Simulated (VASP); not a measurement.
MgO: single point with PBEsol

MgO:

```
Mg O
1.0
     0.00000    2.03616    2.03616
     2.03616    0.00000    2.03616
     2.03616    2.03616    0.00000
Mg O
1 1
Cartesian
  0.0000 0.0000 0.0000
  2.0362 2.0362 2.0362
```

| Quantity | Value |
| --- | --- |
| Program | VASP 6.6.1 |
| Task | single point |
| Functional | PBEsol |
| Potentials or basis | VASP PAW PBE potentials, release 64 (Mg, O) |
| Cutoff | 520 eV |
| k mesh | 10 × 10 × 10 |
| Occupations | gaussian, width 0.01 eV |
| Spin | no spin polarisation |

```yaml
Pressure: 19.7 GPa
Band_gap_on_the_k_mesh: 5.68 eV, direct
```

Levels at points of the mesh, in eV from the valence-band top:
| k point | band 1 | band 2 | band 3 | band 4 | band 5 | band 6 | band 7 | band 8 | band 9 |
| --- | --- | --- | --- | --- | --- | --- | --- | --- | --- |
| (0.00, 0.00, 0.00) | -17.76 | 0.00 | 0.00 | 0.00 | 5.68 | 16.19 | 16.19 | 16.19 | 20.31 |
| (0.50, 0.00, 0.00) | -16.17 | -5.15 | -0.79 | -0.79 | 8.40 | 13.67 | 17.23 | 17.23 | 22.35 |
| (0.50, 0.50, 0.00) | -15.87 | -4.58 | -1.51 | -1.51 | 9.01 | 11.01 | 14.08 | 20.43 | 20.43 |

It took 4.7 s on 1 thread of Intel(R) Xeon(R) 6975P-C (Granite Rapids), with other jobs on the host, peak memory 0.14 GiB.

Caveat: the PAW data sets were made with another functional, which shifts forces and pressure a little. PBEsol gaps usually lie below the measured ones, often by a third to a half.
